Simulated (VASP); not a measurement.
A run of VASP 6.6.1:

File INCAR:

```
SYSTEM = YSe
  PREC = Accurate
  ENCUT = 520
  EDIFF = 1E-8
  ISMEAR = -1
  SIGMA = 0.03
  LREAL = .False.
  LASPH = .True.
  NELM = 60
  ALGO = Normal
  ISIF = 2
  LWAVE = .False.
  LCHARG = .False.
  GGA = CA
  LEFG = .True.
  NBANDS = 16
```

The input KPOINTS:

```
regular mesh
0
Gamma
  7 7 7
  0 0 0
```

POSCAR

```
YSe
1.0
    0.0000000000      2.8163100626      2.8163100626
    2.8163100626      0.0000000000      2.8163100626
    2.8163100626      2.8163100626      0.0000000000
Y Se
1 1
Direct
    0.0000000000      0.0000000000      0.0000000000
    0.5000000000      0.5000000000      0.5000000000
```

Potentials or basis: VASP PAW LDA potentials, release 64 (Y_sv, Se).

The run is started by

```sh
$ cat potpaw_LDA.64/Y_sv/POTCAR potpaw_LDA.64/Se/POTCAR > POTCAR
$ mpirun -np 1 vasp_std > vasp.out
```

Hardware: 1 thread of Intel(R) Xeon(R) Platinum 8259CL CPU @ 2.50GHz (Skylake/Cascade Lake) (shared host).

**Question.** How long does it take, and how much memory?

**Answer.** It took 16 s on 1 thread of Intel(R) Xeon(R) Platinum 8259CL CPU @ 2.50GHz (Skylake/Cascade Lake), with other jobs on the host, peak memory 0.17 GiB. Counts: scf iterations 14, k points 20.
